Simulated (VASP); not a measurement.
# Se in VASP: notebook, part 3 of 3

VASP 6.6.1. The steps go on from the part before.

## Step 5: Electric field gradients, PBE (zz strain of +1 %)

The input, INCAR:

```
SYSTEM = Se
ALGO = Normal
EDIFF = 1E-8
ENCUT = 520
GGA = PE
ISIF = 2
ISMEAR = -1
LASPH = .TRUE.
LCHARG = .FALSE.
LEFG = .TRUE.
LREAL = .FALSE.
LWAVE = .FALSE.
NBANDS = 16
NELM = 80
PREC = Accurate
SIGMA = 0.03
```

The input, KPOINTS:

```
k-points
0
G
  6 6 5
  0 0 0
```

The input, POSCAR:

```
Se
1.0
    4.3661999489      0.0000000000      0.0000000000
   -2.1830999745      3.7812400738      0.0000000000
    0.0000000000      0.0000000000      5.0031360000
Se
3
Direct
    0.2254000000      0.0000000000      0.3333333333
    0.0000000000      0.2254000000      0.6666666667
    0.7746000000      0.7746000000      0.0000000000
```

Potentials or basis: VASP PAW PBE potentials, release 64 (Se).

Launch:

```
> cat potpaw_PBE.64/Se/POTCAR > POTCAR
> mpirun -np 1 vasp_std > vasp.out
```

OUTCAR:

```text
SYSTEM = Se
   EDIFF = 1E-8
   ENCUT = 520
   GGA = PE
   ISIF = 2
   ISMEAR = -1
   LASPH = .TRUE.
   LREAL = .FALSE.
   NELM = 80
   PREC = Accurate

 ion  position               nearest neighbor table
   1  0.225  0.000  0.333-   3 2.38   2 2.38
   2  0.000  0.225  0.667-   3 2.38   1 2.38
   3  0.775  0.775  0.000-   1 2.38   2 2.38

  LATTYP: Found a hexagonal cell.
 ALAT       =     4.3661999489
 C/A-ratio  =     1.1458788096

  Lattice vectors:

 A1 = (   4.3661999489,   0.0000000000,   0.0000000000)
 A2 = (  -2.1830999745,   3.7812400738,   0.0000000000)
 A3 = (   0.0000000000,   0.0000000000,   5.0031360000)

Analysis of symmetry for initial positions (statically):
=====================================================================
 Subroutine PRICEL returns:
 Original cell was already a primitive cell.

 Routine SETGRP: Setting up the symmetry group for a
[... 652 lines left out ...]
    -2.183099975  3.781240074  0.000000000     0.000000000  0.264463504  0.000000000
     0.000000000  0.000000000  5.003136000     0.000000000  0.000000000  0.199874639

 POSITION                                       TOTAL-FORCE (eV/Angst)
 -----------------------------------------------------------------------------------
      0.98414      0.00000      1.66771         0.312410     -0.000000      0.000000
     -0.49207      0.85229      3.33542        -0.156205      0.270555     -0.000000
      1.69103      2.92895      0.00000        -0.156205     -0.270555      0.000000
 -----------------------------------------------------------------------------------
    total drift:                                0.000001      0.000001     -0.000000

  FREE ENERGIE OF THE ION-ELECTRON SYSTEM (eV)
  ---------------------------------------------------
  free  energy   TOTEN  =       -10.4874788435 eV

  energy  without entropy=      -10.4874788435  energy(sigma->0) =      -10.48747884

 Electric field gradients (V/A^2)
---------------------------------------------------------------------
 ion       V_xx      V_yy      V_zz      V_xy      V_xz      V_yz
---------------------------------------------------------------------
   1     167.349  -346.351   179.003    -0.000    -0.000   327.958
   2    -217.926    38.923   179.003  -222.439  -284.020  -163.979
   3    -217.926    38.924   179.002   222.438   284.020  -163.979
---------------------------------------------------------------------

 Electric field gradients after diagonalization (V/A^2)
 (convention: |V_zz| > |V_xx| > |V_yy|)
----------------------------------------------------------------------
 ion       V_xx      V_yy      V_zz     asymmetry (V_yy - V_xx)/ V_zz
----------------------------------------------------------------------
   1     336.511   167.349  -503.859       0.336
   2     336.511   167.349  -503.859       0.336
   3     336.510   167.348  -503.859       0.336
----------------------------------------------------------------------

           NMR quadrupolar parameters

 Cq : quadrupolar parameter    Cq=e*Q*V_zz/h
 eta: asymmetry parameters     (V_yy - V_xx)/ V_zz
 Q  : nuclear electric quadrupole moment in mb (millibarn)
----------------------------------------------------------------------
 ion       Cq(MHz)       eta       Q (mb)
----------------------------------------------------------------------
   1      -1.218       0.336       1.000
   2      -1.218       0.336       1.000
   3      -1.218       0.336       1.000
----------------------------------------------------------------------
```

OSZICAR:

```text
N       E                     dE             d eps       ncg     rms          rms(c)
DAV:   1     0.814480247978E+02    0.81448E+02   -0.71975E+03   864   0.929E+02
DAV:   2    -0.541604940488E+01   -0.86864E+02   -0.82862E+02  1152   0.158E+02
DAV:   3    -0.105302550568E+02   -0.51142E+01   -0.50993E+01  1024   0.427E+01
DAV:   4    -0.105657395634E+02   -0.35485E-01   -0.35477E-01  1240   0.422E+00
DAV:   5    -0.105659892926E+02   -0.24973E-03   -0.24973E-03  1024   0.347E-01    0.687E+00
DAV:   6    -0.105077226650E+02    0.58267E-01   -0.35148E-02  1128   0.118E+00    0.425E+00
DAV:   7    -0.104880051410E+02    0.19718E-01   -0.72484E-02  1024   0.166E+00    0.199E-01
DAV:   8    -0.104873239552E+02    0.68119E-03   -0.89924E-03  1040   0.578E-01    0.101E-01
DAV:   9    -0.104874326648E+02   -0.10871E-03   -0.28602E-04  1168   0.110E-01    0.338E-02
DAV:  10    -0.104874758496E+02   -0.43185E-04   -0.52744E-05  1056   0.488E-02    0.721E-03
DAV:  11    -0.104874790124E+02   -0.31628E-05   -0.83820E-06  1160   0.173E-02    0.384E-03
DAV:  12    -0.104874788754E+02    0.13696E-06   -0.18364E-06  1088   0.854E-03    0.187E-03
DAV:  13    -0.104874788468E+02    0.28663E-07   -0.28856E-07  1112   0.304E-03    0.457E-04
DAV:  14    -0.104874788435E+02    0.32102E-08   -0.22735E-08  1048   0.923E-04
   1 F= -.10487479E+02 E0= -.10487479E+02  d E =-.242005E-10
```

stdout:

```text
POSCAR found type information on POSCAR Se
 POSCAR found :  1 types and       3 ions
 scaLAPACK will be used
 LDA part: xc-table for (Slater+PW92), standard interpolation
 POSCAR, INCAR and KPOINTS ok, starting setup
 FFT: planning ... GRIDC
 FFT: planning ... GRID_SOFT
 FFT: planning ... GRID
 WAVECAR not read
 entering main loop
ion   1

ion   2
     0.0000499     4.2701888     3.0585029    -2.8395019     5.2974824     2.4653947
     0.0000687     4.2701888     3.0585029    -2.8395018     5.2974824     2.4653946
     0.0000946     4.2701887     3.0585028    -2.8395018     5.2974823     2.4653946
     0.0001302     4.2701887     3.0585028    -2.8395017     5.2974822     2.4653946

     0.0000499   203.6903389   150.0545954  -141.8141171   259.9021831   117.6006720
     0.0000687   203.6853819   150.0509345  -141.8106572   259.8958423   117.5978101
     0.0000946   203.6773456   150.0449995  -141.8050482   259.8855626   117.5931703
     0.0001302   203.6643818   150.0354256  -141.7960005   259.8689800   117.5856856

ion   3
     0.0000499    -4.2701888     3.0585029    -2.8395019    -5.2974824     2.4653947
     0.0000687    -4.2701888     3.0585029    -2.8395018    -5.2974824     2.4653946
     0.0000946    -4.2701887     3.0585028    -2.8395018    -5.2974823     2.4653946
     0.0001302    -4.2701887     3.0585028    -2.8395017    -5.2974822     2.4653946

     0.0000499  -203.6903390   150.0545954  -141.8141171  -259.9021831   117.6006720
     0.0000687  -203.6853820   150.0509345  -141.8106572  -259.8958423   117.5978101
     0.0000946  -203.6773456   150.0449995  -141.8050482  -259.8855626   117.5931703
     0.0001302  -203.6643818   150.0354256  -141.7960005  -259.8689800   117.5856856
```

Wall time 62 s (1 thread of AMD EPYC 7R13 (Zen 3), shared host); peak memory 0.16 GiB.

Results:

- Free energy: -10.4875 eV
- Pressure: 2.1 GPa
- Largest force: 0.312 eV/Å
- Band gap on the k mesh: 1.33 eV, indirect (least direct gap 1.42 eV)

Forces in eV/Å, atoms in the order of the input:
```
Se   0.312  0.000  0.000
Se  -0.156  0.271  0.000
Se  -0.156 -0.271  0.000
```

Stress tensor (GPa, compression positive):
```
1.73 0.00 0.00
0.00 1.73 0.00
0.00 0.00 2.81
```

Electric field gradients, principal values (V/Å²):
| atom | least | middle | greatest (by size) |
| --- | --- | --- | --- |
| 1 Se | 167.349 | 336.511 | -503.859 |
| 2 Se | 167.349 | 336.511 | -503.859 |
| 3 Se | 167.348 | 336.510 | -503.859 |

Caveat: the cell differs from its parent crystal (zz strain of +1 %); without QUAD_EFG the Cq values of the log hold for a quadrupole moment of 1 mb, not for the nuclei.

## Step 6: Electric field gradients, PBE (equal xx and yy strain of -2 %)

The input, INCAR:

```
SYSTEM = Se
PREC = Accurate
ENCUT = 520
EDIFF = 1E-8
ISMEAR = -1
SIGMA = 0.03
LREAL = .FALSE.
LASPH = .TRUE.
NELM = 80
ALGO = Normal
ISIF = 2
LWAVE = .FALSE.
LCHARG = .FALSE.
GGA = PE
LEFG = .TRUE.
NBANDS = 16
```

The input, KPOINTS:

```
Automatic mesh
0
G
  6 6 5
  0 0 0
```

The input, POSCAR:

```
Se
1.0
    4.2788759499      0.0000000000      0.0000000000
   -2.1394379750      3.7056152723      0.0000000000
    0.0000000000      0.0000000000      4.9536000000
Se
3
Direct
    0.2254000000      0.0000000000      0.3333333333
    0.0000000000      0.2254000000      0.6666666667
    0.7746000000      0.7746000000      0.0000000000
```

Potentials or basis: VASP PAW PBE potentials, release 64 (Se).

Launch:

```
> cat potpaw_PBE.64/Se/POTCAR > POTCAR
> mpirun -np 1 vasp_std > vasp.out
```

OUTCAR:

```text
SYSTEM = Se
   PREC = Accurate
   ENCUT = 520
   EDIFF = 1E-8
   ISMEAR = -1
   LREAL = .FALSE.
   LASPH = .TRUE.
   NELM = 80
   ISIF = 2
   GGA = PE

 ion  position               nearest neighbor table
   1  0.225  0.000  0.333-   3 2.35   2 2.35
   2  0.000  0.225  0.667-   3 2.35   1 2.35
   3  0.775  0.775  0.000-   1 2.35   2 2.35

  LATTYP: Found a hexagonal cell.
 ALAT       =     4.2788759499
 C/A-ratio  =     1.1576872193

  Lattice vectors:

 A1 = (   4.2788759499,   0.0000000000,   0.0000000000)
 A2 = (  -2.1394379750,   3.7056152723,   0.0000000000)
 A3 = (   0.0000000000,   0.0000000000,   4.9536000000)

Analysis of symmetry for initial positions (statically):
=====================================================================
 Subroutine PRICEL returns:
 Original cell was already a primitive cell.

 Routine SETGRP: Setting up the symmetry group for a
 hexagonal supercell.

 Subroutine GETGRP returns: Found  6 space group operations
 (whereof  2 operations were pure point group operations)
 out of a pool of 24 trial point group operations.

The static configuration has the point symmetry C_2 .
 The point group associated with its full space group is D_3 .

Analysis of symmetry for dynamics (positions and initial velocities):
=====================================================================
 Subroutine PRICEL returns:
 Original cell was already a primitive cell.

 Routine SETGRP: Setting up the symmetry group for a
 hexagonal supercell.

 Subroutine GETGRP returns: Found  6 space group operations
[... 602 lines left out ...]
      4      -2.4842      2.00000
      5      -1.5326      2.00000
      6      -0.8943      2.00000
[... 8 lines left out ...]
     15      11.0636      0.00000
     16      11.4150      0.00000

 [... further k-points ...]

------------------------ aborting loop because EDIFF is reached ----------------------------------------

  FORCE on cell =-STRESS in cart. coord.  units (eV):
  Direction    XX          YY          ZZ          XY          YZ          ZX
  --------------------------------------------------------------------------------------
  -------------------------------------------------------------------------------------
  Total        2.1101758      2.1101758      3.3544985     -0.0000000      0.0000000      0.0000000
  in kB       43.0445580     43.0445580     68.4269575     -0.0000000      0.0000000      0.0000000
  external PRESSURE =      51.5053578 kB  Pullay stress =       0.0000000 kB

 VOLUME and BASIS-vectors are now :
 -----------------------------------------------------------------------------
  energy-cutoff  :      520.00
  volume of cell :       78.54
      direct lattice vectors                 reciprocal lattice vectors
     4.278875950  0.000000000  0.000000000     0.233706238  0.134930359  0.000000000
    -2.139437975  3.705615272  0.000000000     0.000000000  0.269860719  0.000000000
     0.000000000  0.000000000  4.953600000     0.000000000  0.000000000  0.201873385

 POSITION                                       TOTAL-FORCE (eV/Angst)
 -----------------------------------------------------------------------------------
      0.96446      0.00000      1.65120         0.833342     -0.000000     -0.000000
     -0.48223      0.83525      3.30240        -0.416671      0.721696      0.000000
      1.65721      2.87037      0.00000        -0.416671     -0.721696      0.000000
 -----------------------------------------------------------------------------------
    total drift:                                0.000000      0.000000     -0.000000

  FREE ENERGIE OF THE ION-ELECTRON SYSTEM (eV)
  ---------------------------------------------------
  free  energy   TOTEN  =       -10.4034202039 eV

  energy  without entropy=      -10.4034202039  energy(sigma->0) =      -10.40342020

 Electric field gradients (V/A^2)
---------------------------------------------------------------------
 ion       V_xx      V_yy      V_zz      V_xy      V_xz      V_yz
---------------------------------------------------------------------
   1     155.959  -339.718   183.759    -0.000     0.000   316.534
   2    -215.798    32.040   183.759  -214.634  -274.126  -158.267
   3    -215.798    32.040   183.759   214.634   274.126  -158.267
---------------------------------------------------------------------

 Electric field gradients after diagonalization (V/A^2)
 (convention: |V_zz| > |V_xx| > |V_yy|)
----------------------------------------------------------------------
 ion       V_xx      V_yy      V_zz     asymmetry (V_yy - V_xx)/ V_zz
----------------------------------------------------------------------
   1     332.752   155.959  -488.711       0.362
   2     332.752   155.959  -488.711       0.362
   3     332.752   155.959  -488.711       0.362
----------------------------------------------------------------------

           NMR quadrupolar parameters

 Cq : quadrupolar parameter    Cq=e*Q*V_zz/h
 eta: asymmetry parameters     (V_yy - V_xx)/ V_zz
 Q  : nuclear electric quadrupole moment in mb (millibarn)
----------------------------------------------------------------------
 ion       Cq(MHz)       eta       Q (mb)
----------------------------------------------------------------------
   1      -1.182       0.362       1.000
   2      -1.182       0.362       1.000
   3      -1.182       0.362       1.000
----------------------------------------------------------------------
```

OSZICAR:

```text
N       E                     dE             d eps       ncg     rms          rms(c)
DAV:   1     0.833109240233E+02    0.83311E+02   -0.72647E+03   864   0.937E+02
DAV:   2    -0.523164054958E+01   -0.88543E+02   -0.84656E+02  1136   0.157E+02
DAV:   3    -0.104442385323E+02   -0.52126E+01   -0.51925E+01  1080   0.430E+01
DAV:   4    -0.104796707577E+02   -0.35432E-01   -0.35427E-01  1064   0.423E+00
DAV:   5    -0.104799138960E+02   -0.24314E-03   -0.24313E-03  1144   0.346E-01    0.745E+00
DAV:   6    -0.104229583328E+02    0.56956E-01   -0.35070E-02   992   0.118E+00    0.462E+00
DAV:   7    -0.104040573596E+02    0.18901E-01   -0.72520E-02  1064   0.165E+00    0.204E-01
DAV:   8    -0.104032723841E+02    0.78498E-03   -0.88211E-03   968   0.583E-01    0.107E-01
DAV:   9    -0.104033730362E+02   -0.10065E-03   -0.31341E-04  1216   0.112E-01    0.360E-02
DAV:  10    -0.104034168689E+02   -0.43833E-04   -0.46477E-05  1072   0.463E-02    0.652E-03
DAV:  11    -0.104034203344E+02   -0.34655E-05   -0.78197E-06  1176   0.171E-02    0.386E-03
DAV:  12    -0.104034202282E+02    0.10618E-06   -0.15893E-06  1128   0.804E-03    0.150E-03
DAV:  13    -0.104034202099E+02    0.18297E-07   -0.25102E-07  1112   0.290E-03    0.520E-04
DAV:  14    -0.104034202039E+02    0.59703E-08   -0.22629E-08  1088   0.935E-04
   1 F= -.10403420E+02 E0= -.10403420E+02  d E =-.390261E-10
```

stdout:

```text
POSCAR found type information on POSCAR Se
 POSCAR found :  1 types and       3 ions
 scaLAPACK will be used
 LDA part: xc-table for (Slater+PW92), standard interpolation
 POSCAR, INCAR and KPOINTS ok, starting setup
 FFT: planning ... GRIDC
 FFT: planning ... GRID_SOFT
 FFT: planning ... GRID
 WAVECAR not read
 entering main loop
ion   1

ion   2
     0.0000499     4.0917733     2.9144330    -2.8696388     5.0479461     2.3623864
     0.0000687     4.0917732     2.9144330    -2.8696388     5.0479460     2.3623864
     0.0000946     4.0917732     2.9144330    -2.8696387     5.0479460     2.3623864
     0.0001302     4.0917731     2.9144329    -2.8696387     5.0479459     2.3623863

     0.0000499   196.4697019   144.7469053  -145.4966788   250.7089942   113.4318353
     0.0000687   196.4649101   144.7433658  -145.4931244   250.7028635   113.4290687
     0.0000946   196.4571412   144.7376274  -145.4873623   250.6929243   113.4245834
     0.0001302   196.4446084   144.7283704  -145.4780678   250.6768907   113.4173475

ion   3
     0.0000499    -4.0917733     2.9144330    -2.8696388    -5.0479461     2.3623864
     0.0000687    -4.0917732     2.9144330    -2.8696388    -5.0479460     2.3623864
     0.0000946    -4.0917732     2.9144330    -2.8696387    -5.0479460     2.3623864
     0.0001302    -4.0917731     2.9144329    -2.8696387    -5.0479459     2.3623863

     0.0000499  -196.4697020   144.7469053  -145.4966788  -250.7089942   113.4318353
     0.0000687  -196.4649101   144.7433658  -145.4931244  -250.7028635   113.4290687
     0.0000946  -196.4571413   144.7376274  -145.4873623  -250.6929244   113.4245834
     0.0001302  -196.4446084   144.7283704  -145.4780678  -250.6768907   113.4173475
```

Run time: 28 s. Hardware: 1 thread of Intel Xeon Platinum 8375C at 2.90GHz (Ice Lake), shared host; peak memory 0.19 GiB.

What came out:

| Property | Result |
| --- | --- |
| Free energy | -10.4034 eV |
| Pressure | 5.2 GPa |
| Largest force | 0.833 eV/Å |
| Band gap on the k mesh | 1.32 eV, indirect (least direct gap 1.42 eV) |

Forces on the atoms (eV/Å):
```
Se   0.833  0.000  0.000
Se  -0.417  0.722  0.000
Se  -0.417 -0.722  0.000
```

Stress tensor (GPa, compression positive):
```
4.30 0.00 0.00
0.00 4.30 0.00
0.00 0.00 6.84
```

Levels at points of the mesh, in eV from the valence-band top:
```
           k point  band 5  band 6  band 7  band 8  band 9  band 10  band 11  band 12  band 13  band 14
(0.00, 0.00, 0.00)   -3.80   -3.77   -2.05   -2.05   -0.35     1.99     1.99     2.34     6.36     6.47
(0.50, 0.00, 0.00)   -4.80   -3.49   -2.99   -1.77   -0.98     2.02     2.46     4.42     5.22     7.88
```

Electric field gradients, principal values (V/Å²):
| atom | least | middle | greatest (by size) |
| --- | --- | --- | --- |
| 1 Se | 155.959 | 332.752 | -488.711 |
| 2 Se | 155.959 | 332.752 | -488.711 |
| 3 Se | 155.959 | 332.752 | -488.711 |

Caveat: the cell differs from its parent crystal (equal xx and yy strain of -2 %); without QUAD_EFG the Cq values of the log hold for a quadrupole moment of 1 mb, not for the nuclei. A k mesh can miss the band edges.

## Step 7: Overview

```tsv
cell	gap on the mesh (eV)	pressure (GPa)	largest force (eV/Å)
a = 4.366, b = 4.366, c = 4.954 Å, angles 90.0, 90.0, 120.0°, 3 atoms	1.31	2.9	0.43
a = 4.366, b = 4.347, c = 4.954 Å, angles 89.8, 89.4, 119.6°, 3 atoms	1.25	2.9	0.53
a = 4.366, b = 4.366, c = 5.003 Å, angles 90.0, 90.0, 120.0°, 3 atoms	1.33	2.1	0.31
a = 4.279, b = 4.279, c = 4.954 Å, angles 90.0, 90.0, 120.0°, 3 atoms	1.32	5.2	0.83
```

Alike in all rows: task electric field gradients; level PBE; potentials or basis VASP PAW PBE potentials, release 64 (Se); no spin polarisation; k mesh 6 × 6 × 5; cutoff (eV) 520; smearing fermi-dirac 0.03 eV.

Total energies depend on the potentials used, so only differences within one code and one set of settings carry meaning.
